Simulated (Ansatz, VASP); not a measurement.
## CdSe: VASP beside Ansatz

File POSCAR:

```
CdSe
1.0
    0.0000000000      3.0678016971      3.0678016971
    3.0678016971      0.0000000000      3.0678016971
    3.0678016971      3.0678016971      0.0000000000
Cd Se
1 1
Direct
    0.0000000000      0.0000000000      0.0000000000
    0.7500000000      0.7500000000      0.7500000000
```

Contents of INCAR.step1:

```
SYSTEM = CdSe
PREC = Accurate
ENCUT = 550
ISMEAR = 0
SIGMA = 0.01
LREAL = .False.
LASPH = .True.
NELM = 120
NBANDS = 16
GGA = PE
ALGO = Normal
EDIFF = 1E-5
LWAVE = .True.
LCHARG = .False.
GGA_COMPAT = .False.
```

The input INCAR.step2:

```
SYSTEM = CdSe
PREC = Accurate
ENCUT = 550
EDIFF = 1E-6
ISMEAR = 0
SIGMA = 0.01
LREAL = .False.
LASPH = .True.
NELM = 120
ALGO = Normal
ISIF = 2
LWAVE = .False.
LCHARG = .False.
METAGGA = R2SCAN
LMIXTAU = .True.
NBANDS = 16
ISTART = 1
GGA_COMPAT = .False.
```

The input KPOINTS:

```
Automatic mesh
0
Gamma
  6 6 6
  0 0 0
```

Input for Ansatz:

```yaml
crystal:
  lattice:
    - [0.0, 3.0678016971, 3.0678016971]
    - [3.0678016971, 0.0, 3.0678016971]
    - [3.0678016971, 3.0678016971, 0.0]
  atoms:
    - { symbol: Cd, position: [0.0, 0.0, 0.0] }
    - { symbol: Se, position: [0.75, 0.75, 0.75] }
kpoints:
  mp_grid: { grid: [6, 6, 6] }
hamiltonian:
  xc: r2scan
scf:
  occupations: { method: fixed }
  n_extra_bands: 4
output:
  forces: true
  stress: true
  eigenvalues: true
```

Alike in both runs: task single point; functional r2SCAN; k mesh 6 × 6 × 6; no spin polarisation.

|  | VASP | Ansatz |
| --- | --- | --- |
| version | VASP 6.6.1 | Ansatz 0.2.0 |
| potentials or method | VASP PAW PBE potentials, release 64 (Cd, Se) | plane waves, PAW |
| plane-wave cutoff (eV) | 550 | 500 |
| occupations | gaussian, width 0.01 eV | fixed |
| valence electrons in the cell | 18 | 36 |

VASP gave:

```
gap on the k mesh at the Fermi level (eV) : 1.03
pressure (GPa)                            : 0.2
```

Task: Estimate Ansatz's values.

Result: gap on the k mesh at the Fermi level (eV): 1.04; pressure (GPa): 0.0.

VASP's potentials were made for PBE, not for r2SCAN. VASP's potentials hold 18 valence electrons a cell and Ansatz's 36, so a difference there can come from the potentials and not from the codes.
